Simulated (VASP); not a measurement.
# Be3TeSe2 (P6/mmm) in VASP: notebook

Be3TeSe2 is run at these levels: PBE; tasks: single point.

Everything below comes from runs of VASP 6.6.1. Logs are shortened: lines on timing, memory, paths and dates and some standing lists are left out, and cuts for length are marked.

**1. The cell of the first run**

Symmetry: P6/mmm, No. 191, hexagonal system. Conventional cell: a = 6.210 Å, b = 6.210 Å, c = 3.187 Å, α = 90.00°, β = 90.00°, γ = 120.00°. Be (site symmetry mmm) has 4 Se at 2.40 Å and 6 Be at 3.11 to 3.19 Å within 3.2 Å. Te (site symmetry 6/mmm) has 2 Te at 3.19 Å and 12 Be at 3.49 Å and 6 Se at 3.59 Å within 4.2 Å. Within 3.2 Å of Se (site symmetry -6m2) lie 6 Be at 2.40 Å and 2 Se at 3.19 Å.

**2. Single point, PBE**

INCAR

```
  ALGO = Normal
  EDIFF = 1E-6
  ENCUT = 600
  GGA = PE
  GGA_COMPAT = False
  ISIF = 2
  ISMEAR = 0
  LASPH = True
  LCHARG = False
  LREAL = False
  LWAVE = False
  NBANDS = 21
  NELM = 120
  PREC = Accurate
  SIGMA = 0.15
```

KPOINTS

```
k-points
0
Gamma
  3 3 3
```

POSCAR

```
Be3TeSe2
1.0
    6.2102156540      0.0000000031      0.0000000000
   -3.1051078297      5.3782045177      0.0000000000
    0.0000000000      0.0000000000      3.1865125023
Be Te Se
3 1 2
Direct
    0.5000000000      0.0000000000      0.5000000000
    0.5000000000      0.5000000000      0.5000000000
    0.0000000000      0.5000000000      0.5000000000
    0.0000000000      0.0000000000      0.0000000000
    0.3333333333      0.6666666667      0.0000000000
    0.6666666667      0.3333333333      0.0000000000
```

Potentials or basis: VASP PAW PBE potentials, release 64 (Be, Te, Se).

Run with:

```sh
> cat potpaw_PBE.64/Be/POTCAR potpaw_PBE.64/Te/POTCAR potpaw_PBE.64/Se/POTCAR > POTCAR
> mpirun -np 1 vasp_std > vasp.out
```

OUTCAR:

```text
EDIFF = 1E-6
   ENCUT = 600
   GGA = PE
   ISIF = 2
   ISMEAR = 0
   LASPH = True
   LREAL = False
   NELM = 120
   PREC = Accurate

 ion  position               nearest neighbor table
   1  0.500  0.000  0.500-   5 2.40   6 2.40   5 2.40   6 2.40
   2  0.500  0.500  0.500-   5 2.40   6 2.40   5 2.40   6 2.40
   3  0.000  0.500  0.500-   5 2.40   6 2.40   5 2.40   6 2.40
   4  0.000  0.000  0.000-
   5  0.333  0.667  0.000-   1 2.40   1 2.40   3 2.40   3 2.40   2 2.40   2 2.40
   6  0.667  0.333  0.000-   1 2.40   1 2.40   3 2.40   3 2.40   2 2.40   2 2.40

  LATTYP: Found a hexagonal cell.
 ALAT       =     6.2102156540
 C/A-ratio  =     0.5131081882

  Lattice vectors:

 A1 = (   6.2102156540,   0.0000000031,   0.0000000000)
 A2 = (  -3.1051078297,   5.3782045177,   0.0000000000)
 A3 = (   0.0000000000,   0.0000000000,   3.1865125023)

Analysis of symmetry for initial positions (statically):
=====================================================================
 Subroutine PRICEL returns:
 Original cell was already a primitive cell.

 Routine SETGRP: Setting up the symmetry group for a
 hexagonal supercell.

 Subroutine GETGRP returns: Found 24 space group operations
 (whereof 24 operations were pure point group operations)
 out of a pool of 24 trial point group operations.

The static configuration has the point symmetry D_6h.

Analysis of symmetry for dynamics (positions and initial velocities):
=====================================================================
 Subroutine PRICEL returns:
 Original cell was already a primitive cell.

 Routine SETGRP: Setting up the symmetry group for a
 hexagonal supercell.

 Subroutine GETGRP returns: Found 24 space group operations
 (whereof 24 operations were pure point group operations)
 out of a pool of 24 trial point group operations.

The dynamic configuration has the point symmetry D_6h.

 Subroutine INISYM returns: Found 24 space group operations
 (whereof 24 operations are pure point group operations),
 and found     1 'primitive' translations

----------------------------------------------------------------------------------------

                                     Primitive cell

  volume of cell :     106.4289

  direct lattice vectors                    reciprocal lattice vectors
     6.210215654  0.000000003  0.000000000     0.161025004  0.092967829  0.000000000
    -3.105107830  5.378204518  0.000000000    -0.000000000  0.185935659  0.000000000
     0.000000000  0.000000000  3.186512502     0.000000000  0.000000000  0.313822713

  length of vectors
     6.210215654  6.210215654  3.186512502     0.185935659  0.185935659  0.313822713

  position of ions in fractional coordinates (direct lattice)
     0.500000000  1.000000000  0.500000000
     0.500000000  0.500000000  0.500000000
     0.000000000  0.500000000  0.500000000
     0.000000000  0.000000000  0.000000000
     0.333333333  0.666666667  0.000000000
     0.666666667  0.333333333  0.000000000

  ion indices of the primitive-cell ions
   primitive index   ion index
                 1           1
                 2           2
                 3           3
                 4           4
                 5           5
                 6           6

----------------------------------------------------------------------------------------

 KPOINTS: k-points

Automatic generation of k-mesh.
 Grid dimensions read from file:
 generate k-points for:    3    3    3

 Generating k-lattice:

  Cartesian coordinates                     Fractional coordinates (reciprocal lattice)
     0.053675001  0.030989276  0.000000000     0.333333333  0.000000000  0.000000000
    -0.000000000  0.061978553  0.000000000    -0.000000000  0.333333333  0.000000000
     0.000000000  0.000000000  0.104607571     0.000000000  0.000000000  0.333333333

  Length of vectors
     0.061978553  0.061978553  0.104607571

  Shift w.r.t. Gamma in fractional coordinates (k-lattice)
     0.000000000  0.000000000  0.000000000

 Subroutine IBZKPT returns following result:
 ===========================================

 Found      6 irreducible k-points:

 Following reciprocal coordinates:
            Coordinates               Weight
  0.000000  0.000000  0.000000      1.000000
  0.333333 -0.000000  0.000000      6.000000
  0.333333  0.333333  0.000000      2.000000
  0.000000  0.000000  0.333333      2.000000
  0.333333 -0.000000  0.333333     12.000000
  0.333333  0.333333  0.333333      4.000000
   k-points           NKPTS =      6   k-points in BZ     NKDIM =      6   number of bands    NBANDS=     21
   number of dos      NEDOS =    301   number of ions     NIONS =      6
   total plane-waves  NPLWV =  70000
   dimension x,y,z NGX =    50 NGY =   50 NGZ =   28
   dimension x,y,z NGXF=   100 NGYF=  100 NGZF=   56
   ions per type =               3   1   2
   NGX,Y,Z   is equivalent  to a cutoff of  13.38, 13.38, 14.61 a.u.
   NGXF,Y,Z  is equivalent  to a cutoff of  26.77, 26.77, 29.22 a.u.
 SYSTEM =  unknown system
   PREC   = accura    normal or accurate (medium, high low for compatibility)
   ISTART =      0    job   : 0-new  1-cont  2-samecut
   ICHARG =      2    charge: 1-file 2-atom 10-const
   ISPIN  =      1    spin polarized calculation?
   LNONCOLLINEAR =      F non collinear calculations
   LSORBIT =      F    spin-orbit coupling
   LASPH  =      T    aspherical Exc in radial PAW
   ENCUT  =  600.0 eV  44.10 Ry    6.64 a.u.  12.40 12.40  6.36*2*pi/ulx,y,z
   NELM   =    120;   NELMIN=  2; NELMDL= -5     # of ELM steps
   EDIFF  = 0.1E-05   stopping-criterion for ELM
   LREAL  =      F    real-space projection
   EDIFFG = 0.1E-04   stopping-criterion for IOM
   NSW    =      0    number of steps for IOM
   IBRION =     -1    ionic relax: 0-MD 1-quasi-New 2-CG
   NFREE  =      0    steps in history (QN), initial steepest desc. (CG)
   ISIF   =      2    stress and relaxation
   ISYM   =      2    0-nonsym 1-usesym 2-fastsym
   POTIM  = 0.5000    time-step for ionic-motion
   TEBEG  =    0.0;   TEEND  =   0.0 temperature during run
   PSTRESS=    0.0 pullay stress
   NELECT =      24.0000    total number of electrons
   NUPDOWN=      -1.0000    fix difference up-down
   EMIN   =  10.00;   EMAX   =-10.00  energy-range for DOS
   EFERMI =   0.00;   METHOD = LEGACY
   ISMEAR =     0;   SIGMA  =   0.15  broadening in eV -4-tet -1-fermi 0-gaus
   EFERMI_NEDOS =   21; number of points for ismear=-14 and -15
   IALGO  =     38    algorithm
   IMIX   =      4    mixing-type and parameters
     AMIX     =   0.40;   BMIX     =  1.00
     AMIX_MAG =   1.60;   BMIX_MAG =  1.00
  volume/ion in A,a.u.               =      17.74       119.70
  Fermi-wavevector in a.u.,A,eV,Ry     =   0.996457  1.883031 13.509595  0.992927
  Thomas-Fermi vector in A             =   2.128547
   LORBIT       =      0    0 simple, 1 ext, 2 COOP (PROOUT), +10 PAW based schemes
   GGA     = PE    functional components
   LHFCALC =     F    Hartree Fock is set to
   AEXX    =    0.0000 exact exchange contribution
   IVDW    =     0    specifies the selected vdW correction
   LEPSILON=     F    determine dielectric tensor
   LRPA    =     F    only Hartree local field effects (RPA)
 non-spin polarized calculation
 Gauss-broadening in eV      SIGMA  =   0.15
  energy-cutoff  :      600.00
  volume of cell :      106.43
 maximum number of plane-waves:      3565
 NGX is ok and might be reduce to    50
   NGX = 25   NGY = 25   NGZ = 13

 number of electron      24.0000000 magnetization

 Free energy of the ion-electron system (eV)
  ---------------------------------------------------
  ext. energy  EPLUGINS =         0.00000000
  ---------------------------------------------------
  free energy    TOTEN  =       -19.40119194 eV

  energy without entropy =      -19.36593373  energy(sigma->0) =      -19.38356284

 E-fermi :   6.0295     XC(G=0):  -9.8037

 val. band max:        5.9611814795   @ k =   0.3333  -0.0000   0.3333
 cond. band min:       6.2052336154   @ k =   0.0000   0.0000   0.3333
 fundamental gap:      0.2440521360
 Fermi energy:         6.0294967085

 k-point     1 :       0.0000    0.0000    0.0000
  band No.  band energies     occupation
      1      -9.5328      2.00000
      2      -8.5591      2.00000
      3      -5.2462      2.00000
      4      -0.8323      2.00000
      5      -0.8323      2.00000
      6       0.3693      2.00000
      7       0.3693      2.00000
      8       3.5528      2.00000
      9       4.5939      2.00000
     10       4.5939      2.00000
     11       5.2559      2.00000
     12       6.9247      0.00000
     13       9.1210      0.00000
     14       9.3323      0.00000
     15      10.2551      0.00000
     16      10.2975      0.00000
     17      10.2975      0.00000
     18      10.4844      0.00000
     19      10.4844      0.00000
     20      10.6087      0.00000
     21      11.6189      0.00000

 k-point     2 :       0.3333   -0.0000    0.0000
  band No.  band energies     occupation
      1      -9.3250      2.00000
      2      -8.7791      2.00000
      3      -5.4893      2.00000
      4      -1.3067      2.00000
      5      -0.4855      2.00000
      6       1.3008      2.00000
      7       1.4673      2.00000
      8       3.3516      2.00000
      9       3.8348      2.00000
     10       4.1154      2.00000
     11       4.7705      2.00000
     12       7.5443      0.00000
     13       8.2743      0.00000
     14       8.7622      0.00000
     15       8.9615      0.00000
     16       9.1083      0.00000
     17       9.3880      0.00000
     18      10.2497      0.00000
     19      11.3139      0.00000
     20      11.3467      0.00000
     21      11.7449      0.00000

 k-point     3 :       0.3333    0.3333    0.0000
  band No.  band energies     occupation
      1      -9.0510      2.00000
      2      -9.0510      2.00000
      3      -5.6464      2.00000
      4      -0.6851      2.00000
      5      -0.1737      2.00000
      6      -0.1737      2.00000
      7       2.2945      2.00000
      8       4.2614      2.00000
      9       4.2614      2.00000
     10       4.3959      2.00000
     11       4.3959      2.00000
     12       6.7456      0.00000
     13       7.0319      0.00000
     14       7.0319      0.00000
     15       8.7441      0.00000
     16       9.2187      0.00000
     17       9.2187      0.00000
     18      10.5974      0.00000
     19      11.8182      0.00000
     20      12.4710      0.00000
     21      12.4713      0.00000

 k-point     4 :       0.0000    0.0000    0.3333
  band No.  band energies     occupation
      1      -8.5828      2.00000
      2      -7.5101      2.00000
      3      -4.0176      2.00000
      4      -1.1570      2.00000
      5      -0.1159      2.00000
      6       0.0605      2.00000
      7       0.0605      2.00000
      8       1.8128      2.00000
      9       1.8128      2.00000
     10       3.3810      2.00000
     11       5.8108      1.96076
     12       5.8108      1.96076
     13       6.2052      0.09755
     14       6.2052      0.09755
     15       7.2166      0.00000
     16       7.2166      0.00000
     17       9.0001      0.00000
     18      11.2965      0.00000
     19      11.3295      0.00000
     20      11.3295      0.00000
     21      12.4709      0.00000

 k-point     5 :       0.3333   -0.0000    0.3333
  band No.  band energies     occupation
      1      -8.3661      2.00000
      2      -7.7624      2.00000
      3      -4.2253      2.00000
      4      -0.9434      2.00000
      5      -0.3600      2.00000
      6      -0.2874      2.00000
      7       0.5490      2.00000
      8       2.4495      2.00000
      9       2.7811      2.00000
     10       2.9922      2.00000
     11       4.6472      2.00000
     12       5.0943      2.00000
     13       5.9612      1.48048
     14       6.6434      0.00000
     15       8.1098      0.00000
     16       8.2578      0.00000
     17       9.2279      0.00000
     18       9.8879      0.00000
     19      10.6692      0.00000
     20      10.7677      0.00000
     21      11.1862      0.00000

 k-point     6 :       0.3333    0.3333    0.3333
  band No.  band energies     occupation
      1      -8.0695      2.00000
      2      -8.0695      2.00000
      3      -4.3696      2.00000
      4      -0.6505      2.00000
      5      -0.6505      2.00000
      6       0.2300      2.00000
      7       1.0152      2.00000
      8       1.0152      2.00000
      9       2.6428      2.00000
     10       3.5454      2.00000
     11       5.5144      2.00000
     12       5.5144      2.00000
     13       6.4162      0.00027
     14       6.8877      0.00000
     15       6.8877      0.00000
     16       8.3857      0.00000
     17       8.6405      0.00000
     18       8.6405      0.00000
     19       9.8917      0.00000
     20      11.5336      0.00000
     21      11.5336      0.00000

------------------------ aborting loop because EDIFF is reached ----------------------------------------

  FORCE on cell =-STRESS in cart. coord.  units (eV):
  Direction    XX          YY          ZZ          XY          YZ          ZX
  --------------------------------------------------------------------------------------
  -------------------------------------------------------------------------------------
  Total        0.0044584      0.0044584      0.1763521     -0.0000000      0.0000000      0.0000000
  in kB        0.0671166      0.0671166      2.6547986     -0.0000000      0.0000000      0.0000000
  external PRESSURE =       0.9296773 kB  Pullay stress =       0.0000000 kB

 VOLUME and BASIS-vectors are now :
 -----------------------------------------------------------------------------
  energy-cutoff  :      600.00
  volume of cell :      106.43
      direct lattice vectors                 reciprocal lattice vectors
     6.210215654  0.000000003  0.000000000     0.161025004  0.092967829  0.000000000
    -3.105107830  5.378204518  0.000000000    -0.000000000  0.185935659  0.000000000
     0.000000000  0.000000000  3.186512502     0.000000000  0.000000000  0.313822713

 POSITION                                       TOTAL-FORCE (eV/Angst)
 -----------------------------------------------------------------------------------
      3.10511      0.00000      1.59326         0.000000     -0.000000      0.000000
      1.55255      2.68910      1.59326         0.000000     -0.000000      0.000000
     -1.55255      2.68910      1.59326         0.000000     -0.000000      0.000000
      0.00000      0.00000      0.00000         0.000000     -0.000000      0.000000
     -0.00000      3.58547      0.00000         0.000000      0.000000     -0.000000
      3.10511      1.79273      0.00000        -0.000000     -0.000000      0.000000
 -----------------------------------------------------------------------------------
    total drift:                               -0.000000     -0.000000     -0.000000

  FREE ENERGIE OF THE ION-ELECTRON SYSTEM (eV)
  ---------------------------------------------------
  free  energy   TOTEN  =       -19.4011919426 eV

  energy  without entropy=      -19.3659337312  energy(sigma->0) =      -19.38356284
```

It took 21 s on 1 thread of Intel Xeon Platinum 8488C (Sapphire Rapids), shared host; peak memory 0.25 GiB.

What came out:

- Free energy: -19.4012 eV
- Pressure: 0.1 GPa
- Band gap on the k mesh: zero (band 12 reaches 7.54 eV, above the bottom of band 13 at 5.96 eV)

Levels at points of the mesh, in eV from the Fermi level:
| k point | band 8 | band 9 | band 10 | band 11 | band 12 | band 13 | band 14 | band 15 |
| --- | --- | --- | --- | --- | --- | --- | --- | --- |
| (0.00, 0.00, 0.00) | -2.48 | -1.44 | -1.44 | -0.77 | 0.90 | 3.09 | 3.30 | 4.23 |

Caveat: the k points lie up to 0.66 Å⁻¹ apart; spin-orbit coupling is left out, which moves the levels of the heavy elements.

**3. Single point, PBE**

This run uses another cell than the first one, of 21.62 Å³/atom, 1.219 times its volume.

INCAR

```
PREC = Accurate
ENCUT = 600
EDIFF = 1E-6
ISMEAR = 0
SIGMA = 0.15
LREAL = False
LASPH = True
NELM = 120
ALGO = Normal
ISIF = 2
LWAVE = False
LCHARG = False
GGA = PE
NBANDS = 21
GGA_COMPAT = False
```

KPOINTS

```
regular mesh
0
Gamma
  3 3 2
```

POSCAR

```
Be3TeSe2
1.0
    4.1159606746      0.0000000000      0.0000000000
   -2.0579803373      3.5645265052      0.0000000000
    0.0000000000      0.0000000000      8.8413131773
Be Te Se
3 1 2
Direct
    0.5000000000      0.0000000000      0.5000000000
    0.0000000000      0.5000000000      0.5000000000
    0.5000000000      0.5000000000      0.5000000000
    0.0000000000      0.0000000000      0.0000000000
    0.0000000000      0.0000000000      0.6759142405
    0.0000000000      0.0000000000      0.3240857595
```

Potentials or basis: VASP PAW PBE potentials, release 64 (Be, Te, Se).

Run with:

```sh
> cat potpaw_PBE.64/Be/POTCAR potpaw_PBE.64/Te/POTCAR potpaw_PBE.64/Se/POTCAR > POTCAR
> mpirun -np 1 vasp_std > vasp.out
```

It took 27 s on 1 thread of Intel Xeon Platinum 8488C (Sapphire Rapids), shared host; peak memory 0.29 GiB.

Results (log left out):

```yaml
Free_energy: -20.0874 eV
Pressure: -0.1 GPa
Largest_force: 0.053 eV/Å
Band_gap_on_the_k_mesh: zero (band 12 reaches 3.97 eV, above the bottom of band 13 at 2.98 eV)
```

Forces in eV/Å, atoms in the order of the input:
```
Be   0.000  0.000  0.000
Be   0.000  0.000  0.000
Be   0.000  0.000  0.000
Te   0.000  0.000  0.000
Se   0.000  0.000  0.053
Se   0.000  0.000 -0.053
```

Stress tensor (GPa, compression positive):
```
-0.36  0.00  0.00
 0.00 -0.36  0.00
 0.00  0.00  0.53
```

Levels at points of the mesh, in eV from the Fermi level:
| k point | band 8 | band 9 | band 10 | band 11 | band 12 | band 13 | band 14 | band 15 |
| --- | --- | --- | --- | --- | --- | --- | --- | --- |
| (0.00, 0.00, 0.00) | -1.98 | -1.35 | -1.35 | -0.64 | 0.37 | 0.37 | 0.94 | 3.38 |
| (0.00, 0.00, 0.50) | -1.88 | -1.70 | -1.51 | -1.51 | 0.68 | 0.68 | 1.11 | 2.06 |

Caveat: the k points lie up to 0.59 Å⁻¹ apart; spin-orbit coupling is left out, which moves the levels of the heavy elements.
